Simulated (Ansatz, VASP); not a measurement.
AlP: VASP beside Ansatz

INCAR

```
SYSTEM = AlP
PREC = Accurate ; ENCUT = 500
EDIFF = 1E-7 ; ISMEAR = 0
SIGMA = 0.01 ; LREAL = .FALSE.
LASPH = .TRUE. ; NELM = 120
ALGO = Normal ; ISIF = 3
LWAVE = .FALSE. ; LCHARG = .FALSE.
GGA = PE ; IVDW = 12
IBRION = 2 ; NSW = 60
EDIFFG = -0.01 ; GGA_COMPAT = .FALSE.
NELMIN = 4
```

The input KPOINTS:

```
Automatic mesh
0
G
  8 8 8
  0 0 0
```

Contents of POSCAR:

```
AlP
1.0
    0.0000000000      2.7255000000      2.7255000000
    2.7255000000      0.0000000000      2.7255000000
    2.7255000000      2.7255000000      0.0000000000
Al P
1 1
Direct
    0.0000000000      0.0000000000      0.0000000000
    0.2500000000      0.2500000000      0.2500000000
```

Input for Ansatz:

```yaml
crystal:
  lattice:
    - [0.0, 2.7255, 2.7255]
    - [2.7255, 0.0, 2.7255]
    - [2.7255, 2.7255, 0.0]
  atoms:
    - { symbol: Al, position: [0.0, 0.0, 0.0] }
    - { symbol: P, position: [0.25, 0.25, 0.25] }
basis:
  ecutwfc: 420.0
kpoints:
  mp_grid:
    grid: [8, 8, 8]
hamiltonian:
  xc: pbe
  dispersion: d3bj
scf:
  convergence:
    dr2_threshold: 1.0e-09
  occupations:
    method: fixed
relax:
  max_steps: 40
  cell: {}
```

Alike in both runs: task relaxation of cell and atoms; functional PBE; dispersion D3(BJ); k mesh 8 × 8 × 8; no spin polarisation.

|  | VASP | Ansatz |
| --- | --- | --- |
| version | VASP 6.6.1 | Ansatz 0.2.0 |
| potentials or method | VASP PAW PBE potentials, release 64 (Al, P), cutoff 500 eV | plane waves, PAW |
| occupations | gaussian, width 0.01 eV | fixed |
| valence electrons in the cell | 8 | 8 |

VASP gave:

```
relaxed volume (Å³/atom)                                     : 20.25
relaxed cell length with the largest relative difference (Å) : 3.854
```

Problem. Which values does Ansatz return?

Solution. Relaxed volume (Å³/atom): 20.26; relaxed cell length with the largest relative difference (Å): 3.855.

Ansatz's warnings: stress scf threshold loose.

Noted on VASP's run: the relaxation stopped at its first step, so nothing moved.
